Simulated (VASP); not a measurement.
Input of a VASP 6.6.1 run:

File INCAR:

```
SYSTEM = NaI
  ALGO = Normal
  EDIFF = 1E-6
  ENCUT = 520
  GGA = CA
  ISIF = 2
  ISMEAR = -1
  LASPH = .True.
  LCHARG = .False.
  LREAL = .False.
  LWAVE = .False.
  NBANDS = 14
  NELM = 60
  PREC = Accurate
  SIGMA = 0.02
```

Contents of KPOINTS:

```
k-points
0
Gamma
  8 8 8
  0 0 0
```

Contents of POSCAR:

```
NaI
1.0
    0.0000000000      3.2364000000      3.2364000000
    3.2364000000      0.0000000000      3.2364000000
    3.2364000000      3.2364000000      0.0000000000
Na I
1 1
Direct
    0.0000000000      0.0000000000      0.0000000000
    0.5000000000      0.5000000000      0.5000000000
```

Potentials or basis: VASP PAW LDA potentials, release 64 (Na_pv, I).

Launch:

```console
$ cat potpaw_LDA.64/Na_pv/POTCAR potpaw_LDA.64/I/POTCAR > POTCAR
$ mpirun -np 1 vasp_std > vasp.out
```

(1) Predict the band gap on the k mesh.

(2) What does it give for the pressure?

Answers

(1) 3.35 eV.

(2) -1.6 GPa.

Caveat: spin-orbit coupling is left out, which moves the levels of the heavy elements.
